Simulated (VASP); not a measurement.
NaInTe:

```
Na In Te
1.0
     3.39915    0.00000    0.00000
     0.00000    4.85518    0.00000
     0.00000    0.00000    5.23617
Na In Te
1 1 1
Direct
  0.00000 0.00000 0.50000
  0.00000 0.50000 0.00000
  0.00000 0.50000 0.50000
```

The cell was generated, and may not be a known phase.

- Program: VASP 6.6.1
- Task: relaxation of cell and atoms
- Functional: PBE
- Potentials or basis: VASP PAW PBE potentials, release 64 (Na_pv, In_d, Te)
- Cutoff: 600 eV
- k mesh: 6 × 4 × 4
- Occupations: gaussian, width 0.1 eV
- Spin: no spin polarisation

At the start: pressure 18.2 GPa; volume 28.81 Å³/atom.

**Question.** How do energy, volume and symmetry change on relaxing?

**Answer.** Over 11 steps the energy falls by 688.3 meV/atom and the volume is 43.41 Å³/atom (+50.7 %); space group Pmmm (No. 47, to 0.1 Å) before and after.

Step by step:
```tsv
step	energy change (eV)	largest force (eV/Å)	pressure (GPa)	volume (Å³)
1	0.0000	0.0000	18.22	86.42
2	-2.0267	0.0000	-0.54	132.37
3	-2.0394	0.0000	0.91	120.99
4	-2.0479	0.0000	0.36	125.15
5	-2.0479	0.0000	0.25	126.00
6	-2.0575	0.0000	0.25	127.48
7	-2.0617	0.0000	0.03	130.11
8	-2.0622	0.0000	0.02	129.58
9	-2.0622	0.0000	0.03	129.41
10	-2.0642	0.0000	0.00	129.84
11	-2.0650	0.0000	-0.04	130.24
```

Final structure:
```
Na In Te
1.0
     3.54482    0.00000    0.00000
     0.00000    5.79289    0.00000
     0.00000    0.00000    6.34222
Na In Te
1 1 1
Direct
  0.00000 0.00000 0.50000
  0.00000 0.50000 0.00000
  0.00000 0.50000 0.50000
```

Caveat: the volume moved by over 15 % at a fixed basis, so the end points are rough.
